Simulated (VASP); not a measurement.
Here is a VASP 6.6.1 calculation.

INCAR

```
SYSTEM = Sc
ALGO = Normal
EDIFF = 1E-6
ENCUT = 520
ISIF = 2
ISMEAR = -1
LASPH = .TRUE.
LCHARG = .FALSE.
LREAL = .FALSE.
LWAVE = .FALSE.
NBANDS = 12
NELM = 100
PREC = Accurate
SIGMA = 0.13605693000000002
```

KPOINTS

```
k-points
0
G
  13 13 13
  0 0 0
```

The input POSCAR:

```
Sc
1.0
   -1.7866554277      1.7866554277      1.7866554277
    1.7866554277     -1.7866554277      1.7866554277
    1.7866554277      1.7866554277     -1.7866554277
Sc
1
Direct
    0.0000000000      0.0000000000      0.0000000000
```

Potentials or basis: VASP PAW LDA potentials, release 64 (Sc_sv).

Run with:

```console
$ cat potpaw_LDA.64/Sc_sv/POTCAR > POTCAR
$ mpirun -np 1 vasp_std > vasp.out
```

(1) Predict the pressure.

## Answers

(1) 0.1 GPa.
